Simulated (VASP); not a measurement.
Input of a VASP 6.6.1 run:

The input INCAR:

```
PREC     = Accurate       # precision mode
ENCUT    = 520            # plane-wave cutoff, eV
EDIFF    = 1E-7           # SCF threshold, eV
ISMEAR   = 0              # smearing method
SIGMA    = 0.1            # smearing width, eV
LREAL    = False          # projectors in reciprocal space
LASPH    = True           # aspherical terms in the spheres
NELM     = 150            # most SCF steps
ALGO     = Fast           # electronic algorithm
ISIF     = 2              # what is computed and relaxed
LWAVE    = False          # write WAVECAR
LCHARG   = False          # write CHGCAR
ISPIN    = 2              # spin polarisation
MAGMOM   = 2              # initial moments
LORBIT   = 11             # projections on sites
LMAXMIX  = 4              # l up to which the mixer works
GGA      = RP             # functional
IVDW     = 13             # dispersion correction
NBANDS   = 16             # bands
```

Contents of KPOINTS:

```
regular mesh
0
Gamma
  12 12 12
```

File POSCAR:

```
V
1.0
   -1.4906500466      1.4906500466      1.4906500466
    1.4906500466     -1.4906500466      1.4906500466
    1.4906500466      1.4906500466     -1.4906500466
V
1
Direct
    0.0000000000      0.0000000000      0.0000000000
```

Potentials or basis: VASP PAW PBE potentials, release 64 (V_sv).

Run with:

```bash
$ cat potpaw_PBE.64/V_sv/POTCAR > POTCAR
$ mpirun -np 1 vasp_std > vasp.out
```

(1) Estimate the dispersion energy per atom.

(2) Estimate the net moment.

(3) Predict the pressure.

Answers

(1) -0.611 eV.

(2) 0.00 μB per cell.

(3) 0.4 GPa.

Caveat: the PAW data sets were made with another functional, which shifts forces and pressure a little; pairwise dispersion overbinds metals, which lowers pressure and volume.
